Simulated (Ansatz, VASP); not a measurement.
## One calculation of ZnAu, two programs

File INCAR:

```
PREC = Accurate
ENCUT = 520
EDIFF = 1E-7
ISMEAR = 0
SIGMA = 0.1
LREAL = F
LASPH = T
NELM = 100
ALGO = Fast
ISIF = 2
LWAVE = F
LCHARG = F
GGA = PS
NBANDS = 18
```

KPOINTS

```
regular mesh
0
Gamma
  14 14 14
```

POSCAR

```
ZnAu
1.0
    3.0313777803      0.0000000000      0.0000000000
    0.0000000000      3.0313777803      0.0000000000
    0.0000000000      0.0000000000      3.0313777803
Zn Au
1 1
Direct
    0.5000000000      0.5000000000      0.5000000000
    0.0000000000      0.0000000000      0.0000000000
```

Input for Ansatz:

```yaml
crystal:
  lattice:
    - [3.0313777849, 0.0, 0.0]
    - [0.0, 3.0313777849, 0.0]
    - [0.0, 0.0, 3.0313777849]
  atoms:
    - { symbol: Zn, position: [0.5, 0.5, 0.5] }
    - { symbol: Au, position: [0.0, 0.0, 0.0] }
basis:
  ecutwfc: 420
kpoints:
  mp_grid: { grid: [14, 14, 14] }
hamiltonian:
  xc: pbesol
scf:
  occupations: { method: gaussian, width: 0.1 }
output:
  forces: true
  stress: true
  eigenvalues: true
```

Alike in both runs: task single point; functional PBEsol; k mesh 14 × 14 × 14; occupations gaussian, width 0.1 eV; no spin polarisation.

|  | VASP | Ansatz |
| --- | --- | --- |
| version | VASP 6.6.1 | Ansatz 0.2.0 |
| potentials or method | VASP PAW PBE potentials, release 64 (Zn, Au), cutoff 520 eV | scalar-relativistic, plane waves, PAW |
| valence electrons in the cell | 23 | 31 |

Ansatz gave:

* gap on the k mesh at the Fermi level (eV): none
* pressure (GPa): 17.4

**Question.** Which values does VASP return?

**Answer.** gap on the k mesh at the Fermi level (eV): none; pressure (GPa): 17.6.

VASP's potentials were made for PBE, not for PBEsol. A gap of «none» marks a metal or a gap that the smearing closes. VASP's potentials hold 23 valence electrons a cell and Ansatz's 31, so a difference there can come from the potentials and not from the codes.

Spin-orbit coupling is off throughout.
